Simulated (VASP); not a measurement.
Input of a VASP 6.6.1 run:

File INCAR:

```
SYSTEM = AlH7
PREC     = Accurate       ! precision mode
ENCUT    = 600            ! plane-wave cutoff, eV
EDIFF    = 1E-7           ! SCF threshold, eV
ISMEAR   = 0              ! smearing method
SIGMA    = 0.02           ! smearing width, eV
LREAL    = .False.        ! projectors in reciprocal space
LASPH    = .True.         ! aspherical terms in the spheres
NELM     = 60             ! most SCF steps
ALGO     = Normal         ! electronic algorithm
ISIF     = 3              ! what is computed and relaxed
LWAVE    = .False.        ! write WAVECAR
LCHARG   = .False.        ! write CHGCAR
GGA      = PE             ! functional
IBRION   = 2              ! ionic algorithm
NSW      = 100            ! ionic steps
EDIFFG   = -0.01          ! ionic threshold
```

The input KPOINTS:

```
Automatic mesh
0
Gamma
  10 4 4
  0 0 0
```

POSCAR

```
AlH7
1.0
    2.5972778377      0.0000000000      0.0000000000
   -0.1697607734      6.8861180454      0.0000000000
   -0.1182995918     -3.0407028995      6.3917058448
Al H
1 7
Direct
    0.4460162862      0.5533678066      0.5499316592
    0.4951534161      0.1716572832      0.9231986163
    0.6199273762      0.8019340471      0.1268408682
    0.4918041562      0.9078180941      0.1639743938
    0.6204560811      0.1389497047      0.8198694418
    0.9500191527      0.5110260147      0.7003527130
    0.9548938019      0.7126808107      0.5163295333
    0.4217297295      0.3409173789      0.3378539145
```

Potentials or basis: VASP PAW PBE potentials, release 64 (Al, H).

Run with:

```sh
$ cat potpaw_PBE.64/Al/POTCAR potpaw_PBE.64/H/POTCAR > POTCAR
$ mpirun -np 1 vasp_std > vasp.out
```

Task: What does it give for the space group after relaxing (to 0.1 Å)?

Result: P1 (No. 1).

Task: What does it give for the relaxed cell?

Result: a = 2.598 Å, b = 6.809 Å, c = 7.024 Å, α = 116.44°, β = 91.37°, γ = 91.81°.

Task: Estimate the relaxed volume.

Result: 13.89 Å³/atom.

Task: Predict the band gap on the k mesh.

Result: 3.16 eV (least direct gap 3.19 eV).

Final structure:
```cif
data_structure
_symmetry_space_group_name_H-M 'P 1'
_symmetry_Int_Tables_number 1
_cell_length_a 2.5979
_cell_length_b 6.8094
_cell_length_c 7.0241
_cell_angle_alpha 116.439
_cell_angle_beta 91.372
_cell_angle_gamma 91.809
_cell_volume 111.10
loop_
_atom_site_label
_atom_site_type_symbol
_atom_site_fract_x
_atom_site_fract_y
_atom_site_fract_z
_atom_site_occupancy
Al1 Al 0.44418 0.55435 0.55082 1
H1 H 0.49450 0.17179 0.92313 1
H2 H 0.62094 0.80132 0.12640 1
H3 H 0.49125 0.90828 0.16438 1
H4 H 0.62224 0.13847 0.81935 1
H5 H 0.95194 0.51249 0.70209 1
H6 H 0.95655 0.71549 0.51820 1
H7 H 0.41841 0.33616 0.33399 1
```

A k mesh can miss the band edges.
